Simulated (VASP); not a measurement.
Runs of VASP 6.6.1 on As. The structure is that of space group I4_132 (No. 214), or close to it. The cells are those of the table. 

| task | potentials or basis | cell | k mesh | cutoff (eV) | second run | gap on the mesh (eV) | pressure (GPa) | relaxed volume (Å³/atom) |
| --- | --- | --- | --- | --- | --- | --- | --- | --- |
| relaxation of cell and atoms | VASP PAW PBE potentials, release 64 (As) | relaxed from a = 6.056 Å, angles 109.5°, 4 atoms | 10 × 10 × 10 | 600 | - | none | 0.0 | 42.94 |
| relaxation of cell and atoms | VASP PAW PBE potentials, release 64 (As) | relaxed from a = 5.597 Å, angles 109.5°, 4 atoms | 4 × 4 × 4 | 600 | - | none | -0.1 | (b) |
| single point | VASP PAW PBE potentials, release 64 (As) | a = 6.056 Å, angles 109.5°, 4 atoms | 10 × 10 × 10 | 520 | - | none | 0.1 | - |
| relaxation of cell and atoms | VASP PAW PBE potentials, release 64 (As_d) | relaxed from a = 5.597 Å, angles 109.5°, 4 atoms | 4 × 4 × 4 | 600 | valence_matched | none | -0.1 | (a) |
| single point | VASP PAW PBE potentials, release 64 (As) | a = 6.056 Å, angles 109.5°, 4 atoms | 4 × 4 × 4 | 520 | - | none | 0.3 | - |

Alike in all rows: level PBE; no spin polarisation; smearing gaussian 0.1 eV.

Fill in the values left out.

(a) 43.11; (b) 43.28.

Caveats: the volume moved by over 15 % at a fixed basis, so the end points are rough (some runs).

A k mesh can miss the band edges, and the runs leave out spin-orbit coupling on As.

A gap of «none» marks levels without a gap at the run's occupations.

The runs don't all hold the same shells in valence.
